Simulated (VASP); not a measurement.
Write the native input for VASP 6.6.1 that does the following.

```
Task                   : single point
Functional             : PBEsol
Potentials or basis    : VASP PAW PBE potentials, release 64 (Ti_sv, Ni)
Cutoff                 : 520 eV
k mesh                 : 18 × 18 × 14
Occupations            : gaussian, width 0.15 eV
Spin                   : no spin polarisation
Dipole correction      : no
Further INCAR settings : ALGO = Fast; EDIFF = 1e-06; NBANDS = 18
```

The structure of TiNi lies in POSCAR:

```
TiNi
1.0
    2.5990128500      0.0000000000      0.0000000000
    0.0000000000      2.5990128500      0.0000000000
    0.0000000000      0.0000000000      3.5814100000
Ti Ni
1 1
Direct
    0.5000000000      0.5000000000      0.5000000000
    0.0000000000      0.0000000000      0.0000000000
```

This cell differs from its parent crystal: strain -0.050 along x and y, +0.000 along z.

The input as run:

INCAR

```
PREC = Accurate ; ENCUT = 520
EDIFF = 1E-6 ; ISMEAR = 0
SIGMA = 0.15 ; LREAL = F
LASPH = T ; NELM = 60
ALGO = Fast ; ISIF = 2
LWAVE = F ; LCHARG = T
GGA = PS ; LELF = T
LVHAR = T ; NBANDS = 18
```

KPOINTS

```
Automatic mesh
0
Gamma
  18 18 14
```

Potentials or basis: VASP PAW PBE potentials, release 64 (Ti_sv, Ni).

Run with:

```console
$ cat potpaw_PBE.64/Ti_sv/POTCAR potpaw_PBE.64/Ni/POTCAR > POTCAR
$ mpirun -np 1 vasp_std > vasp.out
```

Results of the run:

```json
{
 "Pressure": "11.2 GPa",
 "Band gap on the k mesh": "zero (band 11 reaches 12.82 eV, above the bottom of band 12 at 9.31 eV)"
}
```

Caveat: the cell differs from its parent crystal (strain -0.050 along x and y, +0.000 along z); the PAW data sets were made with another functional, which shifts forces and pressure a little.

It took 3.8 min on 1 thread of Intel Xeon 6975P-C, on a shared host, peak memory 0.31 GiB.
